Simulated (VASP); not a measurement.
# BN (lda) (P6_3mc) in VASP: a series of runs, part 2 of 3

VASP 6.6.1. Earlier steps stand in the parts before.

### 3 Relaxation of cell and atoms, LDA

This run uses another cell than the first one, of 5.93 Å³/atom, 1.030 times its volume.

Input file INCAR:

```
PREC = Accurate
ENCUT = 600
EDIFF = 1E-7
ISMEAR = 0
SIGMA = 0.1
LREAL = False
LASPH = True
NELM = 80
ALGO = Normal
ISIF = 3
LWAVE = False
LCHARG = False
GGA = CA
IBRION = 2
NSW = 100
EDIFFG = -0.05
```

Input file KPOINTS:

```
Automatic mesh
0
Gamma
  9 9 6
```

Input file POSCAR:

```
BN
1.0
    2.5500000000      0.0000000000      0.0000000000
   -1.2750000000      2.2083647797      0.0000000000
    0.0000000000      0.0000000000      4.2100000000
B N
2 2
Direct
    0.3333333333      0.6666666667      0.0000000000
    0.6666666667      0.3333333333      0.5000000000
    0.3333333333      0.6666666667      0.3740000000
    0.6666666667      0.3333333333      0.8740000000
```

Potentials or basis: VASP PAW LDA potentials, release 64 (B, N).

The run is started by

```bash
$ cat potpaw_LDA.64/B/POTCAR potpaw_LDA.64/N/POTCAR > POTCAR
$ mpirun -np 1 vasp_std > vasp.out
```

OUTCAR:

```text
PREC = Accurate
   ENCUT = 600
   EDIFF = 1E-7
   ISMEAR = 0
   LREAL = False
   LASPH = True
   NELM = 80
   ISIF = 3
   GGA = CA
   IBRION = 2
   NSW = 100
   EDIFFG = -0.05

 ion  position               nearest neighbor table
   1  0.333  0.667  0.000-   4 1.56   4 1.56   4 1.56   3 1.57
   2  0.667  0.333  0.500-   3 1.56   3 1.56   3 1.56   4 1.57
   3  0.333  0.667  0.374-   2 1.56   2 1.56   2 1.56   1 1.57
   4  0.667  0.333  0.874-   1 1.56   1 1.56   1 1.56   2 1.57

  LATTYP: Found a hexagonal cell.
 ALAT       =     2.5500000000
 C/A-ratio  =     1.6509803922

  Lattice vectors:

 A1 = (   2.5500000000,   0.0000000000,   0.0000000000)
 A2 = (  -1.2750000000,   2.2083647797,   0.0000000000)
 A3 = (   0.0000000000,   0.0000000000,   4.2100000000)

Analysis of symmetry for initial positions (statically):
=====================================================================
 Subroutine PRICEL returns:
 Original cell was already a primitive cell.

 Routine SETGRP: Setting up the symmetry group for a
 hexagonal supercell.

 Subroutine GETGRP returns: Found 12 space group operations
 (whereof  6 operations were pure point group operations)
 out of a pool of 24 trial point group operations.

The static configuration has the point symmetry C_3v.
 The point group associated with its full space group is C_6v.

Analysis of symmetry for dynamics (positions and initial velocities):
=====================================================================
 Subroutine PRICEL returns:
 Original cell was already a primitive cell.

 Routine SETGRP: Setting up the symmetry group for a
 hexagonal supercell.

 Subroutine GETGRP returns: Found 12 space group operations
 (whereof  6 operations were pure point group operations)
 out of a pool of 24 trial point group operations.

The dynamic configuration has the point symmetry C_3v.
 The point group associated with its full space group is C_6v.

 Subroutine INISYM returns: Found 12 space group operations
 (whereof  6 operations are pure point group operations),
 and found     1 'primitive' translations
[... 141 lines left out ...]

 Free energy of the ion-electron system (eV)
  ---------------------------------------------------
  ext. energy  EPLUGINS =         0.00000000
  ---------------------------------------------------
  free energy    TOTEN  =       -38.74015118 eV

  energy without entropy =      -38.74015118  energy(sigma->0) =      -38.74015118

------------------------ aborting loop because EDIFF is reached ----------------------------------------

  FORCE on cell =-STRESS in cart. coord.  units (eV):
  Direction    XX          YY          ZZ          XY          YZ          ZX
  --------------------------------------------------------------------------------------
  -------------------------------------------------------------------------------------
  Total       -1.6672389     -1.6672389     -1.3739210      0.0000000      0.0000000      0.0000000
  in kB     -112.6718274   -112.6718274    -92.8494352      0.0000000      0.0000000      0.0000000
  external PRESSURE =    -106.0643633 kB  Pullay stress =       0.0000000 kB
[... 63 lines left out ...]
--------------------------------------- Ionic step        3  -------------------------------------------

 number of electron      16.0000002 magnetization

 Free energy of the ion-electron system (eV)
  ---------------------------------------------------
  ext. energy  EPLUGINS =         0.00000000
  ---------------------------------------------------
  free energy    TOTEN  =       -38.76238172 eV

  energy without entropy =      -38.76238172  energy(sigma->0) =      -38.76238172

 E-fermi :   8.3066     XC(G=0): -13.2123

 val. band max:        7.8525588119   @ k =   0.0000   0.0000   0.0000
 cond. band min:      12.7800199324   @ k =   0.3333   0.3333   0.0000
 fundamental gap:      4.9274611205
 Fermi energy:         8.3066385047

 k-point     1 :       0.0000    0.0000    0.0000
  band No.  band energies     occupation
      1     -12.6714      2.00000
      2      -8.3387      2.00000
      3      -3.3208      2.00000
      4       5.6678      2.00000
      5       5.6678      2.00000
      6       7.5770      2.00000
      7       7.8526      2.00000
      8       7.8526      2.00000
      9      16.1894      0.00000
     10      16.1894      0.00000
     11      16.4785      0.00000
     12      17.7533      0.00000
[... 331 lines left out ...]
 k-point    24 :       0.3333    0.3333    0.1667
  band No.  band energies     occupation
      1      -7.1085      2.00000
      2      -7.1085      2.00000
      3      -1.5257      2.00000
      4      -0.0406      2.00000
      5      -0.0406      2.00000
      6       1.8083      2.00000
      7       3.1169      2.00000
      8       3.1169      2.00000
      9      13.5437      0.00000
     10      19.9408      0.00000
     11      19.9408      0.00000
     12      21.3764      0.00000

 [... further k-points ...]

------------------------ aborting loop because EDIFF is reached ----------------------------------------

  FORCE on cell =-STRESS in cart. coord.  units (eV):
  Direction    XX          YY          ZZ          XY          YZ          ZX
  --------------------------------------------------------------------------------------
  -------------------------------------------------------------------------------------
  Total       -0.0352216     -0.0352216      0.0309428      0.0000000      0.0000000      0.0000000
  in kB       -2.4466495     -2.4466495      2.1494231      0.0000000      0.0000000      0.0000000
  external PRESSURE =      -0.9146253 kB  Pullay stress =       0.0000000 kB
[... 19 lines left out ...]
  FREE ENERGIE OF THE ION-ELECTRON SYSTEM (eV)
  ---------------------------------------------------
  free  energy   TOTEN  =       -38.7623817233 eV

  energy  without entropy=      -38.7623817233  energy(sigma->0) =      -38.76238172

 reached required accuracy - stopping structural energy minimisation
```

OSZICAR:

```text
N       E                     dE             d eps       ncg     rms          rms(c)
DAV:   1     0.555082810175E+02    0.55508E+02   -0.95644E+03  1152   0.145E+03
DAV:   2    -0.383077285261E+02   -0.93816E+02   -0.87142E+02  1632   0.274E+02
DAV:   3    -0.409867055321E+02   -0.26790E+01   -0.26671E+01  1528   0.459E+01
[... 24 lines left out ...]
DAV:   3    -0.387628346775E+02    0.17307E-02   -0.55255E-03  1384   0.665E-01    0.119E-01
DAV:   4    -0.387624407862E+02    0.39389E-03   -0.36289E-04  1384   0.177E-01    0.540E-02
DAV:   5    -0.387623833337E+02    0.57453E-04   -0.84759E-05  1392   0.808E-02    0.258E-02
DAV:   6    -0.387623817966E+02    0.15370E-05   -0.39935E-06  1436   0.209E-02    0.423E-03
DAV:   7    -0.387623817233E+02    0.73354E-07   -0.26659E-07  1168   0.437E-03
   3 F= -.38762382E+02 E0= -.38762382E+02  d E =-.222305E-01
```

CONTCAR:

```text
BN
   1.00000000000000
     2.5252783153204481    0.0000000000000000    0.0000000000000000
    -1.2626391576602241    2.1869551727417149    0.0000000000000000
    -0.0000000000000000    0.0000000000000000    4.1763655828358095
  B               N
     2     2
Direct
     0.3333333332999970    0.6666666667000030    0.9996658106361778
     0.6666666667000030    0.3333333332999970    0.4996658106361778
     0.3333333332999970    0.6666666667000030    0.3743341893638246
     0.6666666667000030    0.3333333332999970    0.8743341893638246

  0.00000000E+00  0.00000000E+00  0.00000000E+00
  0.00000000E+00  0.00000000E+00  0.00000000E+00
  0.00000000E+00  0.00000000E+00  0.00000000E+00
  0.00000000E+00  0.00000000E+00  0.00000000E+00
```

Run time: 12 s. Hardware: 1 thread of Intel Xeon 6975P-C (Granite Rapids), shared host; peak memory 0.13 GiB.

Results:

- Free energy: -38.7624 eV
- Relaxed volume: 5.77 Å³/atom
- Relaxed cell: a = 2.525 Å, b = 2.525 Å, c = 4.176 Å, α = 90.00°, β = 90.00°, γ = 120.00°
- Space group after relaxing (to 0.05 Å): P6_3mc (No. 186)
- Energy gained by relaxing: 5.6 meV/atom
- Ionic steps: 3
- Pressure after relaxing: -0.1 GPa
- Largest force after relaxing: 0.027 eV/Å
- Band gap on the k mesh: 4.93 eV, indirect (least direct gap 8.27 eV)

Forces in eV/Å, atoms in the order of the input:
```
B    0.000  0.000  0.027
B    0.000  0.000  0.027
N    0.000  0.000 -0.027
N    0.000  0.000 -0.027
```

Stress tensor (GPa, compression positive):
```
-0.24  0.00  0.00
 0.00 -0.24  0.00
 0.00  0.00  0.21
```

The path:
| step | energy change (eV) | largest force (eV/Å) | pressure (GPa) | volume (Å³) |
| --- | --- | --- | --- | --- |
| 1 | 0.0000 | 0.0616 | -10.61 | 23.71 |
| 2 | 0.0042 | 0.1388 | 12.61 | 22.39 |
| 3 | -0.0222 | 0.0266 | -0.09 | 23.06 |

Final structure:
```yaml
crystal:
  lattice:
    - [2.52528, 0.00000, 0.00000]
    - [-1.26264, 2.18696, 0.00000]
    - [0.00000, 0.00000, 4.17637]
  atoms:
    - { symbol: B, position: [0.33333, 0.66667, 0.99967] }
    - { symbol: B, position: [0.66667, 0.33333, 0.49967] }
    - { symbol: N, position: [0.33333, 0.66667, 0.37433] }
    - { symbol: N, position: [0.66667, 0.33333, 0.87433] }
```

Caveat: the relaxation stopped at a loose force limit of 0.05 eV/Å, so its end isn't a converged minimum. A k mesh can miss the band edges.

[end of part 2 of 3]
